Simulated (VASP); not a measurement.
Set up this calculation in VASP 6.6.1, as the native input.

- Task: single point
- Functional: PBEsol
- Potentials or basis: VASP PAW PBE potentials, release 64 (Ti_sv, Al)
- Cutoff: 520 eV
- k mesh: 12 × 12 × 12
- Occupations: gaussian, width 0.15 eV
- Spin: collinear spin, ferromagnetic start
- Starting moments: [0.4, 0.4, 0.4, 0.0] μB
- Fixed moment: 1.2 μB
- Dipole correction: no
- Further INCAR settings: ALGO = Fast; EDIFF = 1e-07; NBANDS = 32

The structure of Ti3Al lies in POSCAR:

```
Ti3Al
1.0
    0.0000000000      2.9776862962      2.9776862962
    2.9776862962      0.0000000000      2.9776862962
    2.9776862962      2.9776862962      0.0000000000
Ti Al
3 1
Direct
    0.7500000000      0.7500000000      0.7500000000
    0.2500000000      0.2500000000      0.2500000000
    0.0000000000      0.0000000000      0.0000000000
    0.5000000000      0.5000000000      0.5000000000
```

The input as run:

INCAR

```
ALGO = Fast ; EDIFF = 1E-7
ENCUT = 520 ; GGA = PS
ISIF = 2 ; ISMEAR = 0
ISPIN = 2 ; LASPH = T
LCHARG = F ; LMAXMIX = 4
LORBIT = 11 ; LREAL = F
LWAVE = F ; MAGMOM = 0.4 0.4 0.4 0
NBANDS = 32 ; NELM = 150
NUPDOWN = 1.2 ; PREC = Accurate
SIGMA = 0.15
```

KPOINTS

```
k-points
0
Gamma
  12 12 12
```

Potentials or basis: VASP PAW PBE potentials, release 64 (Ti_sv, Al).

Command:

```sh
$ cat potpaw_PBE.64/Ti_sv/POTCAR potpaw_PBE.64/Al/POTCAR > POTCAR
$ mpirun -np 1 vasp_std > vasp.out
```

Results of the run:

| Property | Result |
| --- | --- |
| Pressure | 35.2 GPa |
| Net moment | 1.20 μB per cell |
| Site moments | Ti +0.17, +0.61; Al -0.00 μB |
| Valence electrons inside the program's atomic spheres | Ti 10.60, 10.66; Al 0.96 |

Caveat: the PAW data sets were made with another functional, which shifts forces and pressure a little; the total moment is fixed, so each spin has its own Fermi level.

Wall time 7.7 min on 1 thread of Intel(R) Xeon(R) Platinum 8488C (Sapphire Rapids), with other jobs on the host, peak memory 0.32 GiB.
